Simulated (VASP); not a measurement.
Crystal: ErSc2Sb3.

```
Er Sc Sb
1.0
     3.06856    1.77164    5.08771
    -3.06856    1.77164    5.08771
     0.00000   -3.54327    5.08771
Er Sc Sb
1 2 3
Direct
  0.50000 0.50000 0.50000
  0.87742 0.87742 0.87742
  0.12258 0.12258 0.12258
  0.00000 0.50000 0.50000
  0.50000 0.00000 0.50000
  0.50000 0.50000 0.00000
```

The cell was built from a structure type or drawn by symmetry, and may not be a known phase.

```yaml
Program: VASP 6.6.1
Task: relaxation of cell and atoms
Functional: PBE
Potentials_or_basis: VASP PAW PBE potentials, release 64 (Er_3, Sc_sv, Sb), 4f in core
Cutoff: 500 eV
k_mesh: 3 × 3 × 3
Occupations: gaussian, width 0.2 eV
Spin: no spin polarisation
```

At the start: pressure -2.9 GPa; volume 27.66 Å³/atom.

Question: Where does the relaxation end?

Answer: Over 19 steps the energy falls by 148.9 meV/atom and the volume is 27.95 Å³/atom (+1.1 %); space group R-3m (No. 166, to 0.1 Å) before and after.

The path:
```csv
step,energy change (eV),largest force (eV/Å),pressure (GPa),volume (Å³)
1,0.0000,0.2213,-2.88,165.95
2,-0.2460,0.2882,0.89,154.18
3,-0.2575,0.3101,1.99,151.67
4,-0.4613,0.3064,2.22,152.33
5,-0.3863,0.5777,7.05,151.61
6,-0.6262,0.3853,3.55,152.53
7,-0.6214,0.4486,4.47,152.38
8,-0.7480,0.4677,1.89,159.92
9,-0.7673,0.4898,0.28,165.84
10,-0.7682,0.4859,0.53,164.84
11,-0.7924,0.4309,0.16,165.14
12,-0.8159,0.3427,-0.57,165.77
13,-0.8287,0.2996,-0.06,164.21
14,-0.8357,0.2335,0.71,162.05
15,-0.8461,0.2036,0.60,162.53
16,-0.8687,0.1329,0.32,163.99
17,-0.8875,0.0323,0.03,166.92
18,-0.8880,0.0162,0.01,167.41
19,-0.8932,0.0267,0.25,167.70
```

Final structure:
```
CELL_PARAMETERS angstrom
3.35437 1.93665 4.30245
-3.35437 1.93665 4.30245
0.00000 -3.87329 4.30245
ATOMIC_POSITIONS crystal
Er 0.50000 0.50000 0.50000
Sc 0.84630 0.84630 0.84630
Sc 0.15370 0.15370 0.15370
Sb 0.00000 0.50000 0.50000
Sb 0.50000 0.00000 0.50000
Sb 0.50000 0.50000 0.00000
```

Caveat: the k points lie up to 0.40 Å⁻¹ apart in the final cell.
